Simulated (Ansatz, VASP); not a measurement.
## One calculation of K2SiB2, two programs

```xyz
5
Lattice="2.9647 -4.2501 0.0000 2.9647 4.2501 0.0000 0.0000 0.0000 4.8909" Properties=species:S:1:pos:R:3 pbc="T T T"
K     2.9647    2.5412    0.0000
K     2.9647   -2.5412    0.0000
Si    0.0000    0.0000    2.4455
B     2.9647    0.0000    0.0000
B     2.9647    0.0000    2.4455
```

Alike in both runs: task relaxation of cell and atoms; functional PBE; k mesh 4 × 4 × 4; occupations gaussian, width 0.1 eV; no spin polarisation.

```csv
,VASP,Ansatz
version,VASP 6.6.1,Ansatz 0.2.0
potentials or method,"VASP PAW PBE potentials, release 64 (K_sv, Si, B), cutoff 600 eV","scalar-relativistic, plane waves, PAW"
valence electrons in the cell,28,28
```

VASP gave:

| Quantity | Value |
| --- | --- |
| gap on the k mesh at the Fermi level, each at its own relaxed structure (eV) | none |
| relaxed volume (Å³/atom) | 24.22 |
| relaxed cell length with the largest relative difference (Å) | 8.691 |

Task: Estimate Ansatz's values.

Result: gap on the k mesh at the Fermi level, each at its own relaxed structure (eV): none; relaxed volume (Å³/atom): 23.22; relaxed cell length with the largest relative difference (Å): 6.604.

A gap of «none» marks a metal or a gap that the smearing closes. One of these differences is far larger than is usual between the two programs; its cause wasn't traced.
